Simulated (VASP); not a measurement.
# TiO2 (P4_2/mnm) in VASP: a series of runs

The runs below take TiO2 through single point, with PBE+U.

Program: VASP 6.6.1. These are calculated values, not measurements. Logs are shortened: lines on timing, memory, paths and dates and some standing lists are left out, and cuts for length are marked.

### Step 1. The cell of the first run

The structure is tetragonal, space group P4_2/mnm (No. 136). Conventional cell: a = 4.592 Å, b = 4.592 Å, c = 2.957 Å, α = 90.00°, β = 90.00°, γ = 90.00°. Within 2.6 Å of Ti (site symmetry mmm) lie 6 O at 1.95 to 1.98 Å. Within 2.6 Å of O (site symmetry m2m) lie 3 Ti at 1.95 to 1.98 Å and 1 O at 2.53 Å.

### Step 2. Single point, PBE+U

Input file INCAR:

```
ALGO = Normal
EDIFF = 1E-7
ENCUT = 520
GGA = PE
ISIF = 2
ISMEAR = 0
LASPH = True
LCHARG = False
LDAU = True
LDAUJ = 0 0
LDAUL = 2 -1
LDAUPRINT = 1
LDAUTYPE = 2
LDAUU = 4 0
LMAXMIX = 4
LREAL = False
LWAVE = False
NBANDS = 33
NELM = 150
PREC = Accurate
SIGMA = 0.05
```

Input file KPOINTS:

```
k-points
0
Gamma
  6 6 8
```

Input file POSCAR:

```
TiO2
1.0
    4.5922000000      0.0000000000      0.0000000000
    0.0000000000      4.5922000000      0.0000000000
    0.0000000000      0.0000000000      2.9574000000
Ti O
2 4
Direct
    0.0000000000      0.0000000000      0.0000000000
    0.5000000000      0.5000000000      0.5000000000
    0.3049600000      0.3049600000      0.0000000000
    0.1950400000      0.8049600000      0.5000000000
    0.6950400000      0.6950400000      0.0000000000
    0.8049600000      0.1950400000      0.5000000000
```

Potentials or basis: VASP PAW PBE potentials, release 64 (Ti_sv, O).

The run is started by

```bash
cat potpaw_PBE.64/Ti_sv/POTCAR potpaw_PBE.64/O/POTCAR > POTCAR
mpirun -np 1 vasp_std > vasp.out
```

OUTCAR:

```text
EDIFF = 1E-7
   ENCUT = 520
   GGA = PE
   ISIF = 2
   ISMEAR = 0
   LASPH = True
   LREAL = False
   NELM = 150
   PREC = Accurate

 ion  position               nearest neighbor table
   1  0.000  0.000  0.000-   4 1.95   6 1.95   4 1.95   6 1.95   5 1.98   3 1.98
   2  0.500  0.500  0.500-   3 1.95   5 1.95   3 1.95   5 1.95   4 1.98   6 1.98
   3  0.305  0.305  0.000-   2 1.95   2 1.95   1 1.98
   4  0.195  0.805  0.500-   1 1.95   1 1.95   2 1.98
   5  0.695  0.695  0.000-   2 1.95   2 1.95   1 1.98
   6  0.805  0.195  0.500-   1 1.95   1 1.95   2 1.98

  LATTYP: Found a simple tetragonal cell.
 ALAT       =     4.5922000000
 C/A-ratio  =     0.6440050520

  Lattice vectors:

 A1 = (   4.5922000000,   0.0000000000,   0.0000000000)
 A2 = (   0.0000000000,   4.5922000000,   0.0000000000)
 A3 = (   0.0000000000,   0.0000000000,   2.9574000000)

Analysis of symmetry for initial positions (statically):
=====================================================================
 Subroutine PRICEL returns:
 Original cell was already a primitive cell.

 Routine SETGRP: Setting up the symmetry group for a
 simple tetragonal supercell.

 Subroutine GETGRP returns: Found 16 space group operations
 (whereof  8 operations were pure point group operations)
 out of a pool of 16 trial point group operations.

The static configuration has the point symmetry D_2h.
 The point group associated with its full space group is D_4h.

Analysis of symmetry for dynamics (positions and initial velocities):
=====================================================================
 Subroutine PRICEL returns:
 Original cell was already a primitive cell.

 Routine SETGRP: Setting up the symmetry group for a
 simple tetragonal supercell.

 Subroutine GETGRP returns: Found 16 space group operations
 (whereof  8 operations were pure point group operations)
 out of a pool of 16 trial point group operations.

The dynamic configuration has the point symmetry D_2h.
 The point group associated with its full space group is D_4h.

 Subroutine INISYM returns: Found 16 space group operations
 (whereof  8 operations are pure point group operations),
 and found     1 'primitive' translations

----------------------------------------------------------------------------------------

                                     Primitive cell

  volume of cell :      62.3665

  direct lattice vectors                    reciprocal lattice vectors
     4.592200000  0.000000000  0.000000000     0.217760550  0.000000000  0.000000000
     0.000000000  4.592200000  0.000000000     0.000000000  0.217760550  0.000000000
     0.000000000  0.000000000  2.957400000     0.000000000  0.000000000  0.338134848

  length of vectors
     4.592200000  4.592200000  2.957400000     0.217760550  0.217760550  0.338134848

  position of ions in fractional coordinates (direct lattice)
     0.000000000  0.000000000  0.000000000
     0.500000000  0.500000000  0.500000000
     0.304960000  0.304960000  0.000000000
     0.195040000  0.804960000  0.500000000
     0.695040000  0.695040000  0.000000000
     0.804960000  0.195040000  0.500000000

  ion indices of the primitive-cell ions
   primitive index   ion index
                 1           1
                 2           2
                 3           3
                 4           4
                 5           5
                 6           6

----------------------------------------------------------------------------------------

 KPOINTS: k-points

Automatic generation of k-mesh.
 Grid dimensions read from file:
 generate k-points for:    6    6    8

 Generating k-lattice:

  Cartesian coordinates                     Fractional coordinates (reciprocal lattice)
     0.036293425  0.000000000  0.000000000     0.166666667  0.000000000  0.000000000
     0.000000000  0.036293425  0.000000000     0.000000000  0.166666667  0.000000000
     0.000000000  0.000000000  0.042266856     0.000000000  0.000000000  0.125000000

  Length of vectors
[... 59 lines left out ...]
   IBRION =     -1    ionic relax: 0-MD 1-quasi-New 2-CG
   NFREE  =      0    steps in history (QN), initial steepest desc. (CG)
   ISIF   =      2    stress and relaxation
   ISYM   =      2    0-nonsym 1-usesym 2-fastsym
   POTIM  = 0.5000    time-step for ionic-motion
   TEBEG  =    0.0;   TEEND  =   0.0 temperature during run
   PSTRESS=    0.0 pullay stress
   NELECT =      48.0000    total number of electrons
   NUPDOWN=      -1.0000    fix difference up-down
   EMIN   =  10.00;   EMAX   =-10.00  energy-range for DOS
   EFERMI =   0.00;   METHOD = LEGACY
   ISMEAR =     0;   SIGMA  =   0.05  broadening in eV -4-tet -1-fermi 0-gaus
   EFERMI_NEDOS =   21; number of points for ismear=-14 and -15
   IALGO  =     38    algorithm
   IMIX   =      4    mixing-type and parameters
     AMIX     =   0.40;   BMIX     =  1.00
     AMIX_MAG =   1.60;   BMIX_MAG =  1.00
  volume/ion in A,a.u.               =      10.39        70.15
  Fermi-wavevector in a.u.,A,eV,Ry     =   1.500277  2.835112 30.624403  2.250830
  Thomas-Fermi vector in A             =   2.611798
   LORBIT       =      0    0 simple, 1 ext, 2 COOP (PROOUT), +10 PAW based schemes
 LDA+U is selected, type is set to LDAUTYPE =  2
   angular momentum for each species LDAUL =     2   -1
   U (eV)           for each species LDAUU =   4.0  0.0
   J (eV)           for each species LDAUJ =   0.0  0.0
   GGA     = PE    functional components
   LHFCALC =     F    Hartree Fock is set to
   AEXX    =    0.0000 exact exchange contribution
   IVDW    =     0    specifies the selected vdW correction
   LEPSILON=     F    determine dielectric tensor
   LRPA    =     F    only Hartree local field effects (RPA)
 non-spin polarized calculation
 Gauss-broadening in eV      SIGMA  =   0.05
  energy-cutoff  :      520.00
  volume of cell :       62.37
 maximum number of plane-waves:      1720
 NGX is ok and might be reduce to    36
   NGX = 17   NGY = 17   NGZ = 11

atom =   1  type =  1  l = 2

 onsite density matrix

spin component  1

  0.1960  0.0000 -0.0759  0.0000 -0.0000
  0.0000  0.1868  0.0000 -0.0879  0.0000
 -0.0759  0.0000  0.1320  0.0000 -0.0000
  0.0000 -0.0879  0.0000  0.1868  0.0000
 -0.0000  0.0000 -0.0000  0.0000  0.0998

spin component  2

  0.1960  0.0000 -0.0759  0.0000 -0.0000
  0.0000  0.1868  0.0000 -0.0879  0.0000
 -0.0759  0.0000  0.1320  0.0000 -0.0000
  0.0000 -0.0879  0.0000  0.1868  0.0000
 -0.0000  0.0000 -0.0000  0.0000  0.0998

 occupancies and eigenvectors

  o =  0.0816  v = -0.5530 -0.0000 -0.8332  0.0000 -0.0000  0.0000  0.0000  0.0000  0.0000  0.0000      0.0000  0.0000  0.0000  0.0000  0.0000  0.0000  0.0000  0.0000  0.0000  0.0000
  o =  0.0816  v =  0.0000  0.0000  0.0000  0.0000  0.0000 -0.5530 -0.0000 -0.8332  0.0000 -0.0000      0.0000  0.0000  0.0000  0.0000  0.0000  0.0000  0.0000  0.0000  0.0000  0.0000
  o =  0.0990  v =  0.0000 -0.7071  0.0000 -0.7071  0.0000  0.0000  0.0000  0.0000  0.0000  0.0000      0.0000  0.0000  0.0000  0.0000  0.0000  0.0000  0.0000  0.0000  0.0000  0.0000
  o =  0.0990  v =  0.0000  0.0000  0.0000  0.0000  0.0000  0.0000 -0.7071  0.0000 -0.7071  0.0000      0.0000  0.0000  0.0000  0.0000  0.0000  0.0000  0.0000  0.0000  0.0000  0.0000
  o =  0.0998  v = -0.0000  0.0000 -0.0000  0.0000  1.0000  0.0000  0.0000  0.0000  0.0000  0.0000      0.0000  0.0000  0.0000  0.0000  0.0000  0.0000  0.0000  0.0000  0.0000  0.0000
  o =  0.0998  v =  0.0000  0.0000  0.0000  0.0000  0.0000 -0.0000  0.0000 -0.0000  0.0000  1.0000      0.0000  0.0000  0.0000  0.0000  0.0000  0.0000  0.0000  0.0000  0.0000  0.0000
  o =  0.2464  v = -0.8332 -0.0000  0.5530  0.0000 -0.0000  0.0000  0.0000  0.0000  0.0000  0.0000      0.0000  0.0000  0.0000  0.0000  0.0000  0.0000  0.0000  0.0000  0.0000  0.0000
  o =  0.2464  v =  0.0000  0.0000  0.0000  0.0000  0.0000 -0.8332 -0.0000  0.5530  0.0000 -0.0000      0.0000  0.0000  0.0000  0.0000  0.0000  0.0000  0.0000  0.0000  0.0000  0.0000
  o =  0.2747  v =  0.0000  0.0000  0.0000  0.0000  0.0000  0.0000  0.7071  0.0000 -0.7071 -0.0000      0.0000  0.0000  0.0000  0.0000  0.0000  0.0000  0.0000  0.0000  0.0000  0.0000
  o =  0.2747  v =  0.0000  0.7071  0.0000 -0.7071 -0.0000  0.0000  0.0000  0.0000  0.0000  0.0000      0.0000  0.0000  0.0000  0.0000  0.0000  0.0000  0.0000  0.0000  0.0000  0.0000

atom =   2  type =  1  l = 2

 onsite density matrix

spin component  1

  0.1960  0.0000  0.0759  0.0000  0.0000
  0.0000  0.1868  0.0000  0.0879  0.0000
  0.0759  0.0000  0.1320  0.0000  0.0000
  0.0000  0.0879  0.0000  0.1868  0.0000
  0.0000  0.0000  0.0000  0.0000  0.0998

spin component  2

  0.1960  0.0000  0.0759  0.0000  0.0000
  0.0000  0.1868  0.0000  0.0879  0.0000
  0.0759  0.0000  0.1320  0.0000  0.0000
  0.0000  0.0879  0.0000  0.1868  0.0000
  0.0000  0.0000  0.0000  0.0000  0.0998

 occupancies and eigenvectors

  o =  0.0816  v = -0.5530  0.0000  0.8332  0.0000  0.0000  0.0000  0.0000  0.0000  0.0000  0.0000      0.0000  0.0000  0.0000  0.0000  0.0000  0.0000  0.0000  0.0000  0.0000  0.0000
  o =  0.0816  v =  0.0000  0.0000  0.0000  0.0000  0.0000 -0.5530  0.0000  0.8332  0.0000  0.0000      0.0000  0.0000  0.0000  0.0000  0.0000  0.0000  0.0000  0.0000  0.0000  0.0000
  o =  0.0990  v =  0.0000  0.7071  0.0000 -0.7071  0.0000  0.0000  0.0000  0.0000  0.0000  0.0000      0.0000  0.0000  0.0000  0.0000  0.0000  0.0000  0.0000  0.0000  0.0000  0.0000
  o =  0.0990  v =  0.0000  0.0000  0.0000  0.0000  0.0000  0.0000  0.7071  0.0000 -0.7071  0.0000      0.0000  0.0000  0.0000  0.0000  0.0000  0.0000  0.0000  0.0000  0.0000  0.0000
  o =  0.0998  v =  0.0000 -0.0000 -0.0000  0.0000  1.0000  0.0000  0.0000  0.0000  0.0000  0.0000      0.0000  0.0000  0.0000  0.0000  0.0000  0.0000  0.0000  0.0000  0.0000  0.0000
  o =  0.0998  v =  0.0000  0.0000  0.0000  0.0000  0.0000  0.0000 -0.0000 -0.0000  0.0000  1.0000      0.0000  0.0000  0.0000  0.0000  0.0000  0.0000  0.0000  0.0000  0.0000  0.0000
  o =  0.2464  v = -0.8332  0.0000 -0.5530  0.0000 -0.0000  0.0000  0.0000  0.0000  0.0000  0.0000      0.0000  0.0000  0.0000  0.0000  0.0000  0.0000  0.0000  0.0000  0.0000  0.0000
  o =  0.2464  v =  0.0000  0.0000  0.0000  0.0000  0.0000 -0.8332  0.0000 -0.5530  0.0000 -0.0000      0.0000  0.0000  0.0000  0.0000  0.0000  0.0000  0.0000  0.0000  0.0000  0.0000
  o =  0.2747  v =  0.0000  0.0000  0.0000  0.0000  0.0000  0.0000 -0.7071  0.0000 -0.7071 -0.0000      0.0000  0.0000  0.0000  0.0000  0.0000  0.0000  0.0000  0.0000  0.0000  0.0000
  o =  0.2747  v =  0.0000 -0.7071  0.0000 -0.7071 -0.0000  0.0000  0.0000  0.0000  0.0000  0.0000      0.0000  0.0000  0.0000  0.0000  0.0000  0.0000  0.0000  0.0000  0.0000  0.0000

 number of electron      48.0000022 magnetization

 Free energy of the ion-electron system (eV)
  ---------------------------------------------------
  ext. energy  EPLUGINS =         0.00000000
  ---------------------------------------------------
  free energy    TOTEN  =       -48.31513369 eV

  energy without entropy =      -48.31513369  energy(sigma->0) =      -48.31513369

 E-fermi :   5.5115     XC(G=0): -11.4296

 val. band max:        5.1661718642   @ k =   0.0000   0.0000   0.0000
 cond. band min:       7.5582325980   @ k =   0.5000   0.5000   0.0000
 fundamental gap:      2.3920607338
 Fermi energy:         5.5115155211

 k-point     1 :       0.0000    0.0000    0.0000
  band No.  band energies     occupation
      1     -52.7870      2.00000
      2     -52.7709      2.00000
      3     -29.0407      2.00000
      4     -29.0407      2.00000
      5     -28.8904      2.00000
      6     -28.8904      2.00000
[... 853 lines left out ...]
     32      10.2561      0.00000
     33      11.7521      0.00000

 [... further k-points ...]

------------------------ aborting loop because EDIFF is reached ----------------------------------------

  FORCE on cell =-STRESS in cart. coord.  units (eV):
  Direction    XX          YY          ZZ          XY          YZ          ZX
  --------------------------------------------------------------------------------------
  -------------------------------------------------------------------------------------
  Total        4.6785060      4.6785060      6.5375763      0.0000000      0.0000000      0.0000000
  in kB      120.1893852    120.1893852    167.9483312      0.0000000      0.0000000      0.0000000
  external PRESSURE =     136.1090338 kB  Pullay stress =       0.0000000 kB

 VOLUME and BASIS-vectors are now :
 -----------------------------------------------------------------------------
  energy-cutoff  :      520.00
  volume of cell :       62.37
      direct lattice vectors                 reciprocal lattice vectors
     4.592200000  0.000000000  0.000000000     0.217760550  0.000000000  0.000000000
     0.000000000  4.592200000  0.000000000     0.000000000  0.217760550  0.000000000
     0.000000000  0.000000000  2.957400000     0.000000000  0.000000000  0.338134848

 POSITION                                       TOTAL-FORCE (eV/Angst)
 -----------------------------------------------------------------------------------
      0.00000      0.00000      0.00000         0.000000     -0.000000     -0.000000
      2.29610      2.29610      1.47870         0.000000     -0.000000     -0.000000
      1.40044      1.40044      0.00000        -0.177993     -0.177993     -0.000000
      0.89566      3.69654      1.47870         0.177993     -0.177993     -0.000000
      3.19176      3.19176      0.00000         0.177993      0.177993      0.000000
      3.69654      0.89566      1.47870        -0.177993      0.177993      0.000000
 -----------------------------------------------------------------------------------
    total drift:                                0.000000      0.000000     -0.000000

  FREE ENERGIE OF THE ION-ELECTRON SYSTEM (eV)
  ---------------------------------------------------
  free  energy   TOTEN  =       -48.3151336906 eV

  energy  without entropy=      -48.3151336906  energy(sigma->0) =      -48.31513369
```

It took 2.6 min on 1 thread of Intel Xeon 8259CL, shared host; peak memory 0.22 GiB.

Results:

```yaml
Free_energy: -48.3151 eV
Pressure: 13.6 GPa
Largest_force: 0.252 eV/Å
Band_gap_on_the_k_mesh: 2.39 eV
```

Forces in eV/Å, atoms in the order of the input:
```
Ti   0.000  0.000  0.000
Ti   0.000  0.000  0.000
O   -0.178 -0.178  0.000
O    0.178 -0.178  0.000
O    0.178  0.178  0.000
O   -0.178  0.178  0.000
```

Eigenvalues of the final occupation matrices:
```
    site  spin  trace               eigenvalues
site 1 d     1   0.80  0.08 0.10 0.10 0.25 0.27
site 1 d     2   0.80  0.08 0.10 0.10 0.25 0.27
site 2 d     1   0.80  0.08 0.10 0.10 0.25 0.27
site 2 d     2   0.80  0.08 0.10 0.10 0.25 0.27
```

Caveat: the cell stands under pressure. A k mesh can miss the band edges.

(Continued in part 2 of 2.)
